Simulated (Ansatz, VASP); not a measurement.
InPd: VASP beside Ansatz

The input INCAR:

```
SYSTEM = InPd
ALGO = Normal
EDIFF = 1E-8
ENCUT = 520
GGA = PE
ISIF = 2
ISMEAR = -1
LASPH = .True.
LCHARG = .False.
LEFG = .True.
LREAL = .False.
LWAVE = .False.
NBANDS = 18
NELM = 100
PREC = Accurate
SIGMA = 0.05
```

Contents of KPOINTS:

```
k-points
0
Gamma
  9 9 9
  0 0 0
```

The input POSCAR:

```
InPd
1.0
    3.2718847800      0.0000000000      0.0000000000
    0.0000000000      3.2718847800      0.0000000000
    0.0000000000      0.0000000000      3.2718847800
In Pd
1 1
Direct
   -0.0750000000     -0.0750000000     -0.0750000000
    0.5750000000      0.5750000000      0.5750000000
```

Input for Ansatz:

```yaml
crystal:
  lattice:
    - [3.27188478, 0.0, 0.0]
    - [0.0, 3.27188478, 0.0]
    - [0.0, 0.0, 3.27188478]
  atoms:
    - { symbol: In, position: [-0.075, -0.075, -0.075] }
    - { symbol: Pd, position: [0.575, 0.575, 0.575] }
kpoints:
  mp_grid: { grid: [9, 9, 9] }
scf:
  occupations: { method: fermi_dirac, width: 0.05 }
hamiltonian:
  xc: pbe
  pseudopotentials: { kind: paw }
output:
  forces: true
  stress: true
  eigenvalues: true
  efg: { contact_densities: true }
  populations: true
  write_density: true
  write_potential: true
  elf: true
  volumetric_format: npy
```

Change from the starting cell: shortest bond scaled by 0.7, PAW files.

Alike in both runs: task electric field gradients; functional PBE; k mesh 9 × 9 × 9; occupations fermi-dirac, width 0.05 eV; no spin polarisation.

```csv
,VASP,Ansatz
version,VASP 6.6.1,Ansatz 0.2.0
potentials or method,"VASP PAW PBE potentials, release 64 (In_d, Pd)","PAW with Ansatz's default frozen-core files, scalar-relativistic"
plane-wave cutoff (eV),520,420
valence electrons in the cell,23,31
```

|  | VASP | Ansatz | Ansatz less VASP |
| --- | --- | --- | --- |
| pressure (GPa) | 59.2 | 63.0 | +3.84 |
| traceless stress, the component that is largest in VASP (GPa) | 47.09 | 51.16 | +4.068 |
| rms of the force components (eV/Å) | 9.774 | 10.540 | +0.7655 |
| size of Vzz on the site where it differs most (V/Å²) | 105.3 | 12.5 | -92.76 |

Atom by atom the forces differ by 0.766 eV/Å (rms over components). Both programs put the cell under a high pressure, so it lies far from rest at this level. VASP's potentials hold 23 valence electrons a cell and Ansatz's 31, so a difference there can come from the potentials and not from the codes.
